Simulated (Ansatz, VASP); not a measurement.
## One calculation of Be, two programs

File INCAR:

```
PREC = Accurate ; ENCUT = 600
EDIFF = 1E-6 ; ISMEAR = -1
SIGMA = 0.05 ; LREAL = F
LASPH = T ; NELM = 80
ALGO = Normal ; ISIF = 3
LWAVE = F ; LCHARG = F
GGA = PS ; IBRION = 2
NSW = 80 ; EDIFFG = -0.02
```

KPOINTS

```
Automatic mesh
0
Gamma
  13 13 8
```

Contents of POSCAR:

```
Be
1.0
    2.2853000000      0.0000000000      0.0000000000
   -1.1426500000      1.9791278553      0.0000000000
    0.0000000000      0.0000000000      3.5842000000
Be
2
Direct
    0.6666666667      0.3333333333      0.7500000000
    0.3333333333      0.6666666667      0.2500000000
```

File input.yaml:

```yaml
crystal:
  lattice:
    - [2.2853, 0.0, 0.0]
    - [-1.14265, 1.9791278553, 0.0]
    - [0.0, 0.0, 3.5842]
  atoms:
    - { symbol: Be, position: [0.6666666667, 0.3333333333, 0.75] }
    - { symbol: Be, position: [0.3333333333, 0.6666666667, 0.25] }
kpoints:
  mp_grid: { grid: [13, 13, 8] }
scf:
  occupations: { method: fermi_dirac, width: 0.05 }
hamiltonian:
  xc: pbesol
  pseudopotentials: { kind: all_electron, lapw: { basis_error: 0.001 } }
output:
  forces: true
  stress: true
relax:
  f_tol: 0.02
  max_steps: 60
  cell: {}
```

Alike in both runs: task relaxation of cell and atoms; functional PBEsol; k mesh 13 × 13 × 8; occupations fermi-dirac, width 0.05 eV; no spin polarisation.

|  | VASP | Ansatz |
| --- | --- | --- |
| version | VASP 6.6.1 | Ansatz 0.2.0 |
| potentials or method | VASP PAW PBE potentials, release 64 (Be), cutoff 600 eV | all-electron LAPW, scalar-relativistic |

VASP gave:

| Property | Result |
| --- | --- |
| relaxed volume (Å³/atom) | 7.87 |
| relaxed cell length with the largest relative difference (Å) | 2.265 |

Q: Which values does Ansatz return?

A: Relaxed volume (Å³/atom): 7.84; relaxed cell length with the largest relative difference (Å): 2.261.

VASP's potentials were made for PBE, not for PBEsol. Ansatz ran all-electron here, and VASP with PAW potentials.
